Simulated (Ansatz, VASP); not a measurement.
**One calculation of BaTiO3, two programs**

Contents of POSCAR:

```
BaTiO3
1.0
    2.8276681575      1.6325549719      2.3177316080
   -2.8276681575      1.6325549719      2.3177316080
    0.0000000000     -3.2651099438      2.3177316080
Ba Ti O
1 1 3
Direct
    0.0000000000      0.0000000000      0.0000000000
    0.5140000000      0.5140000000      0.5140000000
    0.4916000000      0.4916000000      0.9815000000
    0.4916000000      0.9815000000      0.4916000000
    0.9815000000      0.4916000000      0.4916000000
```

File INCAR.step1:

```
ALGO = Normal
EDIFF = 1E-4
ENCUT = 520
GGA = PE
ISMEAR = 0
LASPH = True
LCHARG = False
LREAL = False
LWAVE = True
NBANDS = 28
NELM = 80
PREC = Accurate
SIGMA = 0.02
```

The input INCAR.step2:

```
ALGO = Normal
EDIFF = 1E-6
ENCUT = 520
ISIF = 2
ISMEAR = 0
ISTART = 1
LASPH = True
LCHARG = False
LMIXTAU = True
LREAL = False
LWAVE = False
METAGGA = R2SCAN
NBANDS = 28
NELM = 80
PREC = Accurate
SIGMA = 0.02
```

Contents of KPOINTS:

```
k-points
0
Gamma
  6 6 6
```

Input for Ansatz:

```yaml
crystal:
  lattice:
    - [2.8276681575, 1.6325549719, 2.317731608]
    - [-2.8276681575, 1.6325549719, 2.317731608]
    - [0.0, -3.2651099438, 2.317731608]
  atoms:
    - { symbol: Ba, position: [0.0, 0.0, 0.0] }
    - { symbol: Ti, position: [0.514, 0.514, 0.514] }
    - { symbol: O, position: [0.4916, 0.4916, 0.9815] }
    - { symbol: O, position: [0.4916, 0.9815, 0.4916] }
    - { symbol: O, position: [0.9815, 0.4916, 0.4916] }
basis:
  ecutwfc: 500
kpoints:
  mp_grid: { grid: [6, 6, 6] }
hamiltonian:
  xc: r2scan
scf:
  occupations: { method: gaussian, width: 0.02 }
output:
  forces: true
  stress: true
  eigenvalues: true
  populations: true
```

Alike in both runs: task single point; functional r2SCAN; k mesh 6 × 6 × 6; occupations gaussian, width 0.02 eV; no spin polarisation.

|  | VASP | Ansatz |
| --- | --- | --- |
| version | VASP 6.6.1 | Ansatz 0.2.0 |
| potentials or method | VASP PAW PBE potentials, release 64 (Ba_sv, Ti_sv, O), cutoff 520 eV | scalar-relativistic, plane waves, PAW |
| valence electrons in the cell | 40 | 40 |

```csv
,VASP,Ansatz,Ansatz less VASP
gap on the k mesh at the Fermi level (eV),2.75,2.77,+0.023
least direct gap on the mesh (eV),3.14,3.13,-0.018
pressure (GPa),3.9,1.9,-2.01
"traceless stress, the component that is largest in VASP (GPa)",-0.18,-0.11,+0.077
rms of the force components (eV/Å),0.095,0.053,-0.0420
```

VASP's potentials were made for PBE, not for r2SCAN. Atom by atom the forces differ by 0.061 eV/Å (rms over components). The functional is the same, so the differences come from potentials, cutoffs and numerics.

Spin-orbit coupling is off throughout.
